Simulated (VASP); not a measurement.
Here is a VASP 6.6.1 calculation.

File POSCAR:

```
Ca2SeO
1.0
    3.8828618392      0.0000000000      0.0000000000
    0.0000000000      3.8828618392      0.0000000000
    0.0000000000      0.0000000000      5.4944501799
O Ca Se
1 2 1
Direct
    0.0000000000      0.0000000000      0.0000000000
    0.0000000000      0.0000000000      0.5000000000
    0.5000000000      0.5000000000      0.0000000000
    0.5000000000      0.5000000000      0.5000000000
```

INCAR.step1

```
SYSTEM = Ca2SeO
PREC = Accurate
ENCUT = 520
ISMEAR = -1
SIGMA = 0.02
LREAL = .False.
LASPH = .True.
NELM = 80
NBANDS = 24
GGA = PE
ALGO = Normal
EDIFF = 1E-4
LWAVE = .True.
LCHARG = .False.
```

File INCAR.step2:

```
SYSTEM = Ca2SeO
PREC = Accurate
ENCUT = 520
EDIFF = 1E-6
ISMEAR = -1
SIGMA = 0.02
LREAL = .False.
LASPH = .True.
NELM = 80
ALGO = Normal
ISIF = 2
LWAVE = .False.
LCHARG = .False.
METAGGA = R2SCAN
LMIXTAU = .True.
NBANDS = 24
ISTART = 1
```

File KPOINTS:

```
regular mesh
0
Gamma
  6 6 4
  0 0 0
```

Potentials or basis: VASP PAW PBE potentials, release 64 (O, Ca_sv, Se).

The run is started by

```sh
$ cat potpaw_PBE.64/O/POTCAR potpaw_PBE.64/Ca_sv/POTCAR potpaw_PBE.64/Se/POTCAR > POTCAR
$ cp INCAR.step1 INCAR
$ mpirun -np 1 vasp_std > vasp.out
$ cp INCAR.step2 INCAR
$ mpirun -np 1 vasp_std > vasp.out
```

Task: Predict the pressure.

Result: 0.4 GPa.

Task: Predict the band gap on the k mesh.

Result: 2.51 eV.

Caveat: the PAW data sets were made with another functional, which shifts forces and pressure a little. A k mesh can miss the band edges.
